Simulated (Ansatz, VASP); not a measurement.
LiNbO3 in VASP and in Ansatz

```
CELL_PARAMETERS angstrom
2.56727 1.48221 4.60840
-2.56727 1.48221 4.60840
0.00000 -2.96443 4.60840
ATOMIC_POSITIONS crystal
Li 0.28174 0.28174 0.28174
Li 0.78174 0.78174 0.78174
Nb 0.99933 0.99933 0.99933
Nb 0.49933 0.49933 0.49933
O 0.11030 0.36090 0.71955
O 0.71955 0.11030 0.36090
O 0.36090 0.71955 0.11030
O 0.21955 0.86090 0.61030
O 0.86090 0.61030 0.21955
O 0.61030 0.21955 0.86090
```

Alike in both runs: functional PBEsol; k mesh 6 × 6 × 6; occupations gaussian, width 0.02 eV; no spin polarisation.

Ansatz relaxed the structure, and its values are those at the end. VASP's run is a single point on that final structure, the one shown.

```csv
,VASP,Ansatz
version,VASP 6.6.1,Ansatz 0.2.0
potentials or method,"VASP PAW PBE potentials, release 64 (Li_sv, Nb_sv, O), cutoff 520 eV","scalar-relativistic, plane waves, PAW"
valence electrons in the cell,68,68
```

```csv
,VASP,Ansatz,Ansatz less VASP
gap on the k mesh at the Fermi level (eV),3.51,3.52,+0.012
least direct gap on the mesh (eV),3.52,3.53,+0.011
rms of the force components (eV/Å),0.012,0.000,-0.0116
```

VASP's potentials were made for PBE, not for PBEsol. With one functional, cell and mesh, what is left measures potentials, basis and numerics.

Noted on VASP's run: the cutoff is short for stress, so the pressure is rough.
